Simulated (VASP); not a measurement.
Set up this calculation in VASP 6.6.1, as the native input.

* Task: single point
* Functional: LDA
* Potentials or basis: VASP PAW LDA potentials, release 64 (Si, O)
* Cutoff: 520 eV
* k mesh: 6 × 6 × 6
* Occupations: gaussian, width 0.05 eV
* Spin: no spin polarisation
* Dipole correction: no
* Further INCAR settings: ALGO = Normal; EDIFF = 1e-07; NBANDS = 40

The structure of Si4O7 (a cell with a defect) lies in POSCAR:

```
Si4O7
1.0
    0.0000000000      4.1548619959     -2.6614337333
    0.0000000000     -4.1548619959     -2.6614337333
   -4.1548619959      0.0000000000      2.6614337333
Si O
4 7
Direct
    0.2500000000      0.7500000000      0.5000000000
    0.7500000000      0.2500000000      0.5000000000
    0.0000000000      0.0000000000      1.0000000000
    0.5000000000      0.5000000000      1.0000000000
    1.0000000000      0.3055647994      0.3055647994
    0.5555647994      0.7500000000      0.8055647994
    0.0555647994      0.2500000000      0.8055647994
    0.0000000000      0.6944352006      0.6944352006
    0.5000000000      0.1944352006      0.6944352006
    0.9444352006      0.7500000000      0.1944352006
    0.4444352006      0.2500000000      0.1944352006
```

One way to write it, as run:

INCAR

```
SYSTEM = Si4O7
  PREC = Accurate
  ENCUT = 520
  EDIFF = 1E-7
  ISMEAR = 0
  SIGMA = 0.05
  LREAL = .False.
  LASPH = .True.
  NELM = 60
  ALGO = Normal
  ISIF = 2
  LWAVE = .False.
  LCHARG = .False.
  NBANDS = 40
```

KPOINTS

```
regular mesh
0
Gamma
  6 6 6
  0 0 0
```

Potentials or basis: VASP PAW LDA potentials, release 64 (Si, O).

Run with:

```console
$ cat potpaw_LDA.64/Si/POTCAR potpaw_LDA.64/O/POTCAR > POTCAR
$ mpirun -np 1 vasp_std > vasp.out
```

It gave:

- Pressure: -1.3 GPa
- Largest force: 1.460 eV/Å
- Band gap on the k mesh: 1.90 eV

It took 7.5 min on 1 thread of AMD EPYC 7R13 (shared host), peak memory 0.23 GiB.
